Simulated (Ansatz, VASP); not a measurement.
## Two plane-wave programs on Zn3Se2S

```
Zn Se S
1.0
     3.98599    0.00000    0.00000
    -1.99299    3.45197    0.00000
     0.00000    0.00000    9.76559
Zn Se S
3 2 1
Direct
  0.00000 0.00000 0.99049
  0.66667 0.33333 0.33309
  0.33333 0.66667 0.67604
  0.66667 0.33333 0.07966
  0.33333 0.66667 0.42170
  0.00000 0.00000 0.74902
```

Alike in both runs: functional PBE; k mesh 12 × 12 × 4; occupations gaussian, width 0.02 eV; no spin polarisation.

Ansatz relaxed the structure, and its values are those at the end. VASP's run is a single point on that final structure, the one shown.

|  | VASP | Ansatz |
| --- | --- | --- |
| version | VASP 6.6.1 | Ansatz 0.2.0 |
| potentials or method | VASP PAW PBE potentials, release 64 (Zn, Se, S), cutoff 520 eV | scalar-relativistic, plane waves, PAW |
| valence electrons in the cell | 54 | 74 |

|  | VASP | Ansatz | Ansatz less VASP |
| --- | --- | --- | --- |
| gap on the k mesh at the Fermi level (eV) | 1.26 | 1.26 | 0.000 |
| least direct gap on the mesh (eV) | 1.26 | 1.26 | 0.000 |
| pressure (GPa) | 0.2 | 0.0 | -0.20 |
| rms of the force components (eV/Å) | 0.003 | 0.003 | -0.0004 |

With one functional, cell and mesh, what is left measures potentials, basis and numerics. VASP's potentials hold 54 valence electrons a cell and Ansatz's 74, so a difference there can come from the potentials and not from the codes.
